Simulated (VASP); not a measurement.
# NaCl (Pm-3m) in VASP: further runs

The runs below take NaCl through single point, relaxation of cell and atoms, with PBE.

All numbers are computed with VASP 6.6.1; they aren't measurements. Logs are shortened: lines on timing, memory, paths and dates and some standing lists are left out, and cuts for length are marked.

## Step 1: The cell of the first run

It takes space group Pm-3m (No. 221, cubic). Conventional cell: a = 3.507 Å, b = 3.507 Å, c = 3.507 Å, α = 90.00°, β = 90.00°, γ = 90.00°. Cl (site symmetry m-3m) has 8 Na at 3.04 Å and 6 Cl at 3.51 Å within 4.0 Å. Na (site symmetry m-3m) has 8 Cl at 3.04 Å and 6 Na at 3.51 Å within 4.0 Å.

## Step 2: Single point, PBE

File INCAR:

```
PREC = Accurate ; ENCUT = 520
EDIFF = 1E-7 ; ISMEAR = -1
SIGMA = 0.05 ; LREAL = False
LASPH = True ; NELM = 100
ALGO = Normal ; ISIF = 2
LWAVE = False ; LCHARG = True
GGA = PE ; LELF = True
LVHAR = True ; NBANDS = 14
```

File KPOINTS:

```
Automatic mesh
0
Gamma
  8 8 8
```

File POSCAR:

```
NaCl
1.0
    3.5074983454      0.0000000000      0.0000000000
    0.0000000000      3.5074983454      0.0000000000
    0.0000000000      0.0000000000      3.5074983454
Cl Na
1 1
Direct
    0.5000000000      0.5000000000      0.5000000000
    0.0000000000      0.0000000000      0.0000000000
```

Potentials or basis: VASP PAW PBE potentials, release 64 (Cl, Na_pv).

Run with:

```console
cat potpaw_PBE.64/Cl/POTCAR potpaw_PBE.64/Na_pv/POTCAR > POTCAR
mpirun -np 1 vasp_std > vasp.out
```

OUTCAR:

```text
PREC = Accurate
   ENCUT = 520
   EDIFF = 1E-7
   ISMEAR = -1
   LREAL = False
   LASPH = True
   NELM = 100
   ISIF = 2
   GGA = PE

 ion  position               nearest neighbor table
   1  0.500  0.500  0.500-
   2  0.000  0.000  0.000-

  LATTYP: Found a simple cubic cell.
 ALAT       =     3.5074983454

  Lattice vectors:

 A1 = (   3.5074983454,   0.0000000000,   0.0000000000)
 A2 = (   0.0000000000,   3.5074983454,   0.0000000000)
 A3 = (   0.0000000000,   0.0000000000,   3.5074983454)

Analysis of symmetry for initial positions (statically):
=====================================================================
 Subroutine PRICEL returns:
 Original cell was already a primitive cell.

 Routine SETGRP: Setting up the symmetry group for a
 simple cubic supercell.

 Subroutine GETGRP returns: Found 48 space group operations
 (whereof 48 operations were pure point group operations)
 out of a pool of 48 trial point group operations.

The static configuration has the point symmetry O_h .

Analysis of symmetry for dynamics (positions and initial velocities):
=====================================================================
 Subroutine PRICEL returns:
 Original cell was already a primitive cell.

 Routine SETGRP: Setting up the symmetry group for a
 simple cubic supercell.

 Subroutine GETGRP returns: Found 48 space group operations
 (whereof 48 operations were pure point group operations)
 out of a pool of 48 trial point group operations.

The dynamic configuration has the point symmetry O_h .

 Subroutine INISYM returns: Found 48 space group operations
 (whereof 48 operations are pure point group operations),
 and found     1 'primitive' translations

----------------------------------------------------------------------------------------

                                     Primitive cell

  volume of cell :      43.1512

  direct lattice vectors                    reciprocal lattice vectors
     3.507498345  0.000000000  0.000000000     0.285103484  0.000000000  0.000000000
     0.000000000  3.507498345  0.000000000     0.000000000  0.285103484  0.000000000
     0.000000000  0.000000000  3.507498345     0.000000000  0.000000000  0.285103484

  length of vectors
     3.507498345  3.507498345  3.507498345     0.285103484  0.285103484  0.285103484
[... 76 lines left out ...]
   LNONCOLLINEAR =      F non collinear calculations
   LSORBIT =      F    spin-orbit coupling
   LASPH  =      T    aspherical Exc in radial PAW
   ENCUT  =  520.0 eV  38.22 Ry    6.18 a.u.   6.52  6.52  6.52*2*pi/ulx,y,z
   NELM   =    100;   NELMIN=  2; NELMDL= -5     # of ELM steps
   EDIFF  = 0.1E-06   stopping-criterion for ELM
   LREAL  =      F    real-space projection
   EDIFFG = 0.1E-05   stopping-criterion for IOM
   NSW    =      0    number of steps for IOM
   IBRION =     -1    ionic relax: 0-MD 1-quasi-New 2-CG
   NFREE  =      0    steps in history (QN), initial steepest desc. (CG)
   ISIF   =      2    stress and relaxation
   ISYM   =      2    0-nonsym 1-usesym 2-fastsym
   POTIM  = 0.5000    time-step for ionic-motion
   TEBEG  =    0.0;   TEEND  =   0.0 temperature during run
   PSTRESS=    0.0 pullay stress
   NELECT =      14.0000    total number of electrons
   NUPDOWN=      -1.0000    fix difference up-down
   EMIN   =  10.00;   EMAX   =-10.00  energy-range for DOS
   EFERMI =   0.00;   METHOD = LEGACY
   ISMEAR =    -1;   SIGMA  =   0.05  broadening in eV -4-tet -1-fermi 0-gaus
   EFERMI_NEDOS =   21; number of points for ismear=-14 and -15
   IALGO  =     38    algorithm
   IMIX   =      4    mixing-type and parameters
     AMIX     =   0.40;   BMIX     =  1.00
     AMIX_MAG =   1.60;   BMIX_MAG =  1.00
  volume/ion in A,a.u.               =      21.58       145.60
  Fermi-wavevector in a.u.,A,eV,Ry     =   1.124916  2.125783 17.217297  1.265436
  Thomas-Fermi vector in A             =   2.261590
   LORBIT       =      0    0 simple, 1 ext, 2 COOP (PROOUT), +10 PAW based schemes
   GGA     = PE    functional components
[... 5 lines left out ...]
 non-spin polarized calculation
  energy-cutoff  :      520.00
  volume of cell :       43.15
 maximum number of plane-waves:      1189
 NGX is ok and might be reduce to    28
   NGX = 13   NGY = 13   NGZ = 13

 number of electron      13.9999981 magnetization

 Free energy of the ion-electron system (eV)
  ---------------------------------------------------
  ext. energy  EPLUGINS =         0.00000000
  ---------------------------------------------------
  free energy    TOTEN  =        -6.46878144 eV

  energy without entropy =       -6.46878144  energy(sigma->0) =       -6.46878144

 E-fermi :   1.5158     XC(G=0):  -8.4131

 val. band max:        0.3931554467   @ k =   0.5000   0.5000   0.0000
 cond. band min:       4.3567829041   @ k =   0.0000   0.0000   0.0000
 fundamental gap:      3.9636274574
 Fermi energy:         1.5158124895

 k-point     1 :       0.0000    0.0000    0.0000
  band No.  band energies     occupation
      1     -21.6853      2.00000
      2     -21.6853      2.00000
      3     -21.6853      2.00000
      4     -12.9677      2.00000
      5      -0.0937      2.00000
      6      -0.0937      2.00000
      7      -0.0937      2.00000
      8       4.3568      0.00000
      9       8.9771      0.00000
     10       8.9771      0.00000
     11      16.0386      0.00000
     12      16.0386      0.00000
     13      16.0387      0.00000
     14      16.2900      0.00000
[... 377 lines left out ...]
      1     -21.7170      2.00000
      2     -21.7108      2.00000
      3     -21.6839      2.00000
      4     -12.3556      2.00000
      5      -1.9029      2.00000
      6      -1.5567      2.00000
      7       0.0259      2.00000
      8       6.4704      0.00000
      9       9.7864      0.00000
     10      10.1372      0.00000
     11      11.4768      0.00000
     12      13.9116      0.00000
     13      13.9243      0.00000
     14      16.7390      0.00000

 [... further k-points ...]
[... 5 lines left out ...]
  --------------------------------------------------------------------------------------
  -------------------------------------------------------------------------------------
  Total       -0.0168358     -0.0168358     -0.0168358     -0.0000000      0.0000000     -0.0000000
  in kB       -0.6251053     -0.6251053     -0.6251053     -0.0000000      0.0000000     -0.0000000
  external PRESSURE =      -0.6251053 kB  Pullay stress =       0.0000000 kB

 VOLUME and BASIS-vectors are now :
 -----------------------------------------------------------------------------
  energy-cutoff  :      520.00
  volume of cell :       43.15
      direct lattice vectors                 reciprocal lattice vectors
     3.507498345  0.000000000  0.000000000     0.285103484  0.000000000  0.000000000
     0.000000000  3.507498345  0.000000000     0.000000000  0.285103484  0.000000000
     0.000000000  0.000000000  3.507498345     0.000000000  0.000000000  0.285103484

 POSITION                                       TOTAL-FORCE (eV/Angst)
 -----------------------------------------------------------------------------------
      1.75375      1.75375      1.75375         0.000000      0.000000      0.000000
      0.00000      0.00000      0.00000         0.000000      0.000000      0.000000
 -----------------------------------------------------------------------------------
    total drift:                               -0.000000      0.000000      0.000000

  FREE ENERGIE OF THE ION-ELECTRON SYSTEM (eV)
  ---------------------------------------------------
  free  energy   TOTEN  =        -6.4687814400 eV

  energy  without entropy=       -6.4687814400  energy(sigma->0) =       -6.46878144
```

OSZICAR:

```text
N       E                     dE             d eps       ncg     rms          rms(c)
DAV:   1     0.102139149392E+03    0.10214E+03   -0.70678E+03   986   0.102E+03
DAV:   2     0.136058894835E+01   -0.10078E+03   -0.91540E+02  1102   0.279E+02
DAV:   3    -0.660465970490E+01   -0.79652E+01   -0.79163E+01  1262   0.722E+01
DAV:   4    -0.672431496160E+01   -0.11966E+00   -0.11959E+00  1136   0.945E+00
DAV:   5    -0.672686456360E+01   -0.25496E-02   -0.25495E-02  1328   0.141E+00    0.229E+00
DAV:   6    -0.649857241294E+01    0.22829E+00   -0.31417E-01  1270   0.340E+00    0.163E+00
DAV:   7    -0.646880508790E+01    0.29767E-01   -0.91158E-02  1340   0.179E+00    0.113E+00
DAV:   8    -0.646892283918E+01   -0.11775E-03   -0.10989E-02  1058   0.938E-01    0.410E-01
DAV:   9    -0.646870380124E+01    0.21904E-03   -0.43310E-04  1232   0.155E-01    0.197E-01
DAV:  10    -0.646878423928E+01   -0.80438E-04   -0.24898E-04  1076   0.113E-01    0.329E-02
DAV:  11    -0.646878117779E+01    0.30615E-05   -0.10127E-05  1214   0.281E-02    0.125E-02
DAV:  12    -0.646878108929E+01    0.88502E-07   -0.25784E-06  1070   0.128E-02    0.542E-03
DAV:  13    -0.646878152977E+01   -0.44048E-06   -0.27956E-07  1160   0.365E-03    0.162E-03
DAV:  14    -0.646878144002E+01    0.89753E-07   -0.90828E-09   652   0.747E-04
   1 F= -.64687814E+01 E0= -.64687814E+01  d E =-.113482E-10
```

Wall time 15 s (1 thread of Intel Xeon 6975P-C, shared host); peak memory 0.16 GiB.

What came out:

| Property | Result |
| --- | --- |
| Free energy | -6.4688 eV |
| Pressure | -0.1 GPa |
| Band gap on the k mesh | 3.96 eV, indirect (least direct gap 4.45 eV) |

## Step 3: Relaxation of cell and atoms, PBE

This run uses another cell than the first one, of 21.48 Å³/atom, 0.995 times its volume.

File INCAR:

```
PREC = Accurate ; ENCUT = 600
EDIFF = 1E-7 ; ISMEAR = -1
SIGMA = 0.05 ; LREAL = False
LASPH = True ; NELM = 80
ALGO = Normal ; ISIF = 3
LWAVE = False ; LCHARG = False
GGA = PE ; IBRION = 2
NSW = 80 ; EDIFFG = -0.005
```

KPOINTS is that of step 2.

File POSCAR:

```
NaCl
1.0
    3.5021900000      0.0000000000      0.0000000000
    0.0000000000      3.5021900000      0.0000000000
    0.0000000000      0.0000000000      3.5021900000
Cl Na
1 1
Direct
    0.5000000000      0.5000000000      0.5000000000
    0.0000000000      0.0000000000      0.0000000000
```

Potentials or basis: VASP PAW PBE potentials, release 64 (Cl, Na_pv).

Run with:

```console
cat potpaw_PBE.64/Cl/POTCAR potpaw_PBE.64/Na_pv/POTCAR > POTCAR
mpirun -np 1 vasp_std > vasp.out
```

Run time: 25 s. Hardware: 1 thread of Intel Xeon 6975P-C, shared host; peak memory 0.16 GiB.

It converged, with:

| Item | Value |
| --- | --- |
| Free energy | -6.4690 eV |
| Relaxed volume | 21.55 Å³/atom |
| Relaxed cell | a = 3.506 Å, b = 3.506 Å, c = 3.506 Å, α = 90.00°, β = 90.00°, γ = 90.00° |
| Space group after relaxing (to 0.05 Å) | Pm-3m (No. 221) |
| Energy gained by relaxing | 0.0 meV/atom |
| Ionic steps | 3 |
| Pressure after relaxing | 0.0 GPa |
| Band gap on the k mesh | 3.97 eV, indirect (least direct gap 4.46 eV) |

Final structure:
```cif
data_structure
_symmetry_space_group_name_H-M 'P 1'
_symmetry_Int_Tables_number 1
_cell_length_a 3.5063
_cell_length_b 3.5063
_cell_length_c 3.5063
_cell_angle_alpha 90.000
_cell_angle_beta 90.000
_cell_angle_gamma 90.000
_cell_volume 43.11
loop_
_atom_site_label
_atom_site_type_symbol
_atom_site_fract_x
_atom_site_fract_y
_atom_site_fract_z
_atom_site_occupancy
Cl1 Cl 0.50000 0.50000 0.50000 1
Na1 Na 0.00000 0.00000 0.00000 1
```

Levels at points of the mesh, in eV from the valence-band top:
| k point | band 5 | band 6 | band 7 | band 8 | band 9 | band 10 |
| --- | --- | --- | --- | --- | --- | --- |
| (0.00, 0.00, 0.00) | -0.49 | -0.49 | -0.49 | 3.97 | 8.58 | 8.58 |
| (0.50, 0.00, 0.00) | -2.92 | -0.25 | -0.25 | 6.91 | 8.54 | 10.51 |
| (0.50, 0.50, 0.00) | -2.25 | -2.25 | 0.00 | 5.54 | 9.88 | 11.00 |
| (0.50, 0.50, 0.50) | -1.83 | -1.83 | -1.83 | 7.12 | 7.12 | 7.12 |

A k mesh can miss the band edges. PBE gaps usually lie below the measured ones, often by a third to a half.
